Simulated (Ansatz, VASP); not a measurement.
# Two plane-wave programs on Al3N

INCAR

```
SYSTEM = Al3N
  ALGO = Normal
  DIPOL = 0.5 0.5 0.332
  EDIFF = 1E-7
  ENCUT = 520
  GGA = PE
  IDIPOL = 3
  ISIF = 2
  ISMEAR = 0
  ISPIN = 2
  LASPH = .TRUE.
  LCHARG = .FALSE.
  LDIPOL = .TRUE.
  LORBIT = 11
  LREAL = .FALSE.
  LWAVE = .FALSE.
  MAGMOM = 0 0 0 3
  NBANDS = 19
  NELM = 150
  PREC = Accurate
  SIGMA = 0.1
```

Contents of KPOINTS:

```
k-points
0
G
  9 9 1
  0 0 0
```

File POSCAR:

```
Al3N
1.0
    2.8567582918      0.0000000000      0.0000000000
    0.0000000000      2.8567582918      0.0000000000
    0.0000000000      0.0000000000     21.1746954317
Al N
3 1
Direct
    0.5000000000      0.5000000000      0.1889047242
    0.0000000000      0.0000000000      0.2873641967
    0.5000000000      0.5000000000      0.3860596464
    0.5000000000      0.5000000000      0.4644551070
```

Input for Ansatz:

```yaml
crystal:
  lattice:
    - [2.8567582918, 0.0, 0.0]
    - [0.0, 2.8567582918, 0.0]
    - [0.0, 0.0, 21.1746954317]
  atoms:
    - { symbol: Al, position: [0.5, 0.5, 0.1889047242] }
    - { symbol: Al, position: [0.0, 0.0, 0.2873641967] }
    - { symbol: Al, position: [0.5, 0.5, 0.3860596464] }
    - { symbol: "N", position: [0.5, 0.5, 0.464455107], spin: 3.0 }
basis:
  ecutwfc: 420
kpoints:
  mp_grid: { grid: [9, 9, 1] }
hamiltonian:
  xc: pbe
  pseudopotentials: { kind: paw, azcp: { folder: soft_1 } }
scf:
  occupations: { method: gaussian, width: 0.1 }
output:
  forces: true
  eigenvalues: true
  populations: true
  write_density: true
  write_potential: true
  elf: true
  volumetric_format: npy
magnetization:
  spin_polarized: true
efield:
  axis: 3
  dipole_correction: true
  ramp_width: 0.04
```

Alike in both runs: task single point; functional PBE; k mesh 9 × 9 × 1; occupations gaussian, width 0.1 eV; collinear spin.

|  | VASP | Ansatz |
| --- | --- | --- |
| version | VASP 6.6.1 | Ansatz 0.2.0 |
| potentials or method | VASP PAW PBE potentials, release 64 (Al, N), cutoff 520 eV | scalar-relativistic, plane waves, PAW |
| valence electrons in the cell | 14 | 14 |

|  | VASP | Ansatz | Ansatz less VASP |
| --- | --- | --- | --- |
| gap on the k mesh at the Fermi level (eV) | none | none | - |
| rms of the force components (eV/Å) | 1.783 | 1.778 | -0.0053 |
| net moment per atom (μB) | 0.00 | 0.00 | 0.000 |

Atom by atom the forces differ by 0.005 eV/Å (rms over components). A gap of «none» marks a metal or a gap that the smearing closes. Ansatz's warnings: seeded moment not kept, xc potential rough in thin density.
